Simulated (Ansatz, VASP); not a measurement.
## One calculation of ZnO, two programs

File INCAR:

```
PREC = Accurate
ENCUT = 520
EDIFF = 1E-7
ISMEAR = 0
SIGMA = 0.05
LREAL = False
LASPH = True
NELM = 80
ALGO = Normal
ISIF = 2
LWAVE = False
LCHARG = True
GGA = PS
LELF = True
LVHAR = True
NBANDS = 26
```

KPOINTS

```
regular mesh
0
Gamma
  9 9 6
```

Contents of POSCAR:

```
ZnO
1.0
    3.1491219313      0.0000000000      0.0000000000
   -1.5745609656      2.7272195921      0.0000000000
    0.0000000000      0.0000000000      5.4898642628
Zn O
2 2
Direct
    0.3333333333      0.6666666667      0.0015754469
    0.6666666667      0.3333333333      0.5015754469
    0.3333333333      0.6666666667      0.3805245531
    0.6666666667      0.3333333333      0.8805245531
```

Input for Ansatz:

```yaml
crystal:
  lattice:
    - [3.1491219313, 0.0, 0.0]
    - [-1.5745609656, 2.7272195921, 0.0]
    - [0.0, 0.0, 5.4898642628]
  atoms:
    - { symbol: Zn, position: [0.3333333333, 0.6666666667, 0.0015754469] }
    - { symbol: Zn, position: [0.6666666667, 0.3333333333, 0.5015754469] }
    - { symbol: O, position: [0.3333333333, 0.6666666667, 0.3805245531] }
    - { symbol: O, position: [0.6666666667, 0.3333333333, 0.8805245531] }
basis:
  ecutwfc: 520.0
kpoints:
  mp_grid: { grid: [9, 9, 6] }
hamiltonian:
  xc: pbesol
  pseudopotentials: { kind: paw, azcp: { folder: soft_1 } }
scf:
  occupations: { method: gaussian, width: 0.05 }
output:
  forces: true
  stress: true
  eigenvalues: true
```

Alike in both runs: task single point; functional PBEsol; k mesh 9 × 9 × 6; occupations gaussian, width 0.05 eV; no spin polarisation.

```csv
,VASP,Ansatz
version,VASP 6.6.1,Ansatz 0.2.0
potentials or method,"VASP PAW PBE potentials, release 64 (Zn, O), cutoff 520 eV","scalar-relativistic, plane waves, PAW"
valence electrons in the cell,36,36
```

|  | VASP | Ansatz | Ansatz less VASP |
| --- | --- | --- | --- |
| gap on the k mesh at the Fermi level (eV) | 0.54 | 0.55 | +0.014 |
| least direct gap on the mesh (eV) | 0.54 | 0.55 | +0.014 |
| pressure (GPa) | 2.1 | 1.2 | -0.92 |
| traceless stress, the component that is largest in VASP (GPa) | -11.06 | -10.72 | +0.332 |
| rms of the force components (eV/Å) | 0.313 | 0.294 | -0.0190 |

VASP's potentials were made for PBE, not for PBEsol, and Ansatz warns of the same on its side. Atom by atom the forces differ by 0.019 eV/Å (rms over components).
